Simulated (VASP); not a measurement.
Li2Ru:

```
Li Ru
1.0
     3.03657    0.00000    0.00000
    -1.51828    2.62974    0.00000
     0.00000    0.00000    6.97331
Li Ru
2 1
Direct
  0.66667 0.33333 0.67580
  0.33333 0.66667 0.32420
  0.00000 0.00000 0.00000
```

```yaml
Program: VASP 6.6.1
Task: relaxation of cell and atoms
Functional: PBE
Potentials_or_basis: VASP PAW PBE potentials, release 64 (Li_sv, Ru_pv)
Cutoff: 600 eV
k_mesh: 6 × 6 × 4
Occupations: gaussian, width 0.1 eV
Spin: no spin polarisation
```

At the start: pressure -13.0 GPa; volume 18.56 Å³/atom.

Question: How do energy, volume and symmetry change on relaxing?

Answer: Over 11 steps the energy falls by 334.1 meV/atom and the volume is 14.47 Å³/atom (-22.0 %); space group P-3m1 (No. 164, to 0.05 Å).

Step by step:
```csv
step,energy change (eV),largest force (eV/Å),pressure (GPa),volume (Å³)
1,0.0000,0.6877,-13.02,55.68
2,-0.9079,0.2658,-4.19,44.31
3,-0.9639,0.1057,0.94,41.83
4,-0.9640,0.0876,1.58,41.58
5,-0.9861,0.1071,1.39,42.04
6,-0.9932,0.1201,1.28,42.53
7,-0.9973,0.1400,-0.73,43.56
8,-0.9975,0.1365,-0.39,43.38
9,-1.0000,0.0944,-0.23,43.36
10,-1.0019,0.0112,0.10,43.33
11,-1.0023,0.0037,0.10,43.42
```

Final structure:
```
CELL_PARAMETERS angstrom
2.66379 0.00000 0.00000
-1.33189 2.30691 0.00000
0.00000 0.00000 7.06583
ATOMIC_POSITIONS crystal
Li 0.66667 0.33333 0.68964
Li 0.33333 0.66667 0.31036
Ru 0.00000 0.00000 0.00000
```

Caveat: the k points lie up to 0.45 Å⁻¹ apart in the final cell; the cutoff is under 1.25 times the usual one of these potentials, so pressure, stress and relaxed cells hold a basis-set (Pulay) error; the volume moved by over 15 % at a fixed basis, so the end points are rough.
